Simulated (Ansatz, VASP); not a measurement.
## One calculation of La, two programs

INCAR

```
SYSTEM = La
  ALGO = Fast
  EDIFF = 1E-7
  ENCUT = 520
  GGA = PS
  ISIF = 2
  ISMEAR = -1
  LASPH = .True.
  LCHARG = .True.
  LELF = .True.
  LREAL = .False.
  LVHAR = .True.
  LWAVE = .False.
  NBANDS = 12
  NELM = 80
  PREC = Accurate
  SIGMA = 0.05
```

KPOINTS

```
k-points
0
Gamma
  9 9 9
  0 0 0
```

File POSCAR:

```
La
1.0
   -2.1654853927      2.1654853927      2.1654853927
    2.1654853927     -2.1654853927      2.1654853927
    2.1654853927      2.1654853927     -2.1654853927
La
1
Direct
    0.0000000000      0.0000000000      0.0000000000
```

The input input.yaml:

```yaml
crystal:
  lattice:
    - [-2.1654853927, 2.1654853927, 2.1654853927]
    - [2.1654853927, -2.1654853927, 2.1654853927]
    - [2.1654853927, 2.1654853927, -2.1654853927]
  atoms:
    - { symbol: La, position: [0.0, 0.0, 0.0] }
hamiltonian:
  xc: pbesol
  pseudopotentials: { kind: paw }
kpoints:
  mp_grid: { grid: [9, 9, 9] }
scf:
  occupations: { method: fermi_dirac, width: 0.05 }
output:
  forces: true
  stress: true
  eigenvalues: true
```

Alike in both runs: task single point; functional PBEsol; k mesh 9 × 9 × 9; occupations fermi-dirac, width 0.05 eV; no spin polarisation.

|  | VASP | Ansatz |
| --- | --- | --- |
| version | VASP 6.6.1 | Ansatz 0.2.0 |
| potentials or method | VASP PAW PBE potentials, release 64 (La) | Ansatz PAW |
| plane-wave cutoff (eV) | 520 | 420 |
| valence electrons in the cell | 11 | 11 |

|  | VASP | Ansatz | Ansatz less VASP |
| --- | --- | --- | --- |
| gap on the k mesh at the Fermi level (eV) | none | none | - |
| pressure (GPa) | -3.6 | -3.6 | -0.01 |

VASP's potentials were made for PBE, not for PBEsol. A gap of «none» marks a metal or a gap that the smearing closes.

Neither program's run includes spin-orbit coupling.
